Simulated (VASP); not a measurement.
The system is Si2C.

```
CELL_PARAMETERS angstrom
2.75154 0.00000 0.00000
-1.37577 2.38290 0.00000
0.00000 0.00000 10.70234
ATOMIC_POSITIONS crystal
Si 0.33333 0.66667 0.62750
Si 0.66667 0.33333 0.12750
Si 0.33333 0.66667 0.87250
Si 0.66667 0.33333 0.37250
C 0.33333 0.66667 0.25000
C 0.66667 0.33333 0.75000
```

* Program: VASP 6.6.1
* Task: relaxation of cell and atoms
* Functional: PBE
* Potentials or basis: VASP PAW PBE potentials, release 64 (Si, C)
* Cutoff: 600 eV
* k mesh: 6 × 6 × 2
* Occupations: gaussian, width 0.1 eV
* Spin: no spin polarisation

At the start: pressure 1.6 GPa; volume 11.70 Å³/atom.

Question: Where does the relaxation end?

Answer: Over 23 steps the energy falls by 269.7 meV/atom and the volume is 10.95 Å³/atom (-6.4 %); space group P6_3/mmc (No. 194, to 0.05 Å).

The path:
```tsv
step	energy change (eV)	largest force (eV/Å)	pressure (GPa)	volume (Å³)
1	0.0000	2.0064	1.63	70.17
2	-0.3609	3.7775	11.59	70.92
3	-0.8012	0.6659	6.07	70.74
4	-0.8037	0.8653	6.35	70.76
5	-0.9769	0.5471	-3.53	75.42
6	-0.9789	0.5712	-2.71	74.97
7	-1.0644	0.2240	-3.75	73.86
8	-1.1472	0.2732	-5.34	72.10
9	-1.3748	0.9202	-7.57	68.59
10	0.5564	5.2656	17.14	61.61
11	-1.4566	0.5326	-6.15	68.20
12	-1.2261	2.4987	-0.02	64.90
13	-1.4960	0.6799	-5.44	67.62
14	-1.5091	0.9926	-4.91	67.05
15	-1.5269	1.1215	-3.93	66.55
16	-1.5292	1.1807	-3.48	66.34
17	-1.5520	1.0268	-3.08	66.27
18	-1.6005	0.5462	-1.81	66.03
19	-1.6024	0.5029	1.13	65.56
20	-1.6179	0.0340	-0.40	65.80
21	-1.6180	0.0094	-0.33	65.78
22	-1.6181	0.0047	-0.27	65.76
23	-1.6184	0.0081	-0.11	65.68
```

Final structure:
```yaml
crystal:
  lattice:
    - [2.93286, 0.00000, 0.00000]
    - [-1.46643, 2.53993, 0.00000]
    - [0.00000, 0.00000, 8.81663]
  atoms:
    - { symbol: Si, position: [0.33333, 0.66667, 0.61291] }
    - { symbol: Si, position: [0.66667, 0.33333, 0.11291] }
    - { symbol: Si, position: [0.33333, 0.66667, 0.88709] }
    - { symbol: Si, position: [0.66667, 0.33333, 0.38709] }
    - { symbol: C, position: [0.33333, 0.66667, 0.25000] }
    - { symbol: C, position: [0.66667, 0.33333, 0.75000] }
```

Caveat: the k points lie up to 0.41 Å⁻¹ apart in the final cell.
